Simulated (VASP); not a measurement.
**AlN (e600): single point with PBEsol**

Crystal: AlN (e600).

```
Al N
1.0
     0.00000    2.16680    2.16680
     2.16680    0.00000    2.16680
     2.16680    2.16680    0.00000
Al N
1 1
Direct
  0.00000 0.00000 0.00000
  0.25000 0.25000 0.25000
```

This cell differs from its parent crystal: strained cell.

* Program: VASP 6.6.1
* Task: single point
* Functional: PBEsol
* Potentials or basis: VASP PAW PBE potentials, release 64 (Al, N)
* Cutoff: 600 eV
* k mesh: 8 × 8 × 8
* Occupations: gaussian, width 0.02 eV
* Spin: no spin polarisation

```json
{"Pressure": "6.3 GPa", "Band gap on the k mesh": "3.20 eV, indirect (least direct gap 4.34 eV)"}
```

Levels at points of the mesh, in eV from the valence-band top:
| k point | band 1 | band 2 | band 3 | band 4 | band 5 | band 6 | band 7 | band 8 |
| --- | --- | --- | --- | --- | --- | --- | --- | --- |
| (0.00, 0.00, 0.00) | -15.10 | 0.00 | 0.00 | 0.00 | 4.34 | 12.70 | 12.70 | 12.70 |
| (0.50, 0.00, 0.00) | -12.94 | -6.02 | -0.48 | -0.48 | 7.50 | 9.93 | 11.18 | 11.18 |
| (0.50, 0.50, 0.00) | -12.27 | -5.02 | -1.81 | -1.81 | 3.20 | 8.62 | 14.20 | 15.92 |

Run time: 16 s on 1 thread of AMD EPYC 7R13, on a shared host, peak memory 0.1 GiB.

Caveat: the cell differs from its parent crystal (strained cell); the PAW data sets were made with another functional, which shifts forces and pressure a little. A k mesh can miss the band edges.
